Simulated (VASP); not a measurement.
Runs of VASP 6.6.1 on RbBr. The structure is that of space group Pm-3m (No. 221), or close to it. The cells are those of the table. 

```csv
level,cell,gap on the mesh (eV),pressure (GPa)
PBE,"a = 4.151 Å, 2 atoms",4.02,(d)
r2SCAN,"a = 4.165 Å, 2 atoms",(b),-0.4
r2SCAN,"a = 4.040 Å, 2 atoms",5.09,1.3
PBE,"a = 4.275 Å, 2 atoms",(c),-0.7
r2SCAN,"a = 4.124 Å, 2 atoms",4.84,0.1
PBE,"a = 4.107 Å, 2 atoms",(a),1.1
PBE,"a = 4.234 Å, 2 atoms",3.83,-0.3
r2SCAN,"a = 4.205 Å, 2 atoms",4.63,-0.8
```

Alike in all rows: task single point; potentials or basis VASP PAW PBE potentials, release 64 (Rb_sv, Br); no spin polarisation; k mesh 6 × 6 × 6; cutoff (eV) 520; smearing gaussian 0.01 eV.

Problem. Estimate the missing entries.

Solution. (a) 4.13; (b) 4.73; (c) 3.75; (d) 0.5.

Caveats: the PAW data sets were made with another functional, which shifts forces and pressure a little (some runs).

A k mesh can miss the band edges, and the runs leave out spin-orbit coupling on Br, Rb.
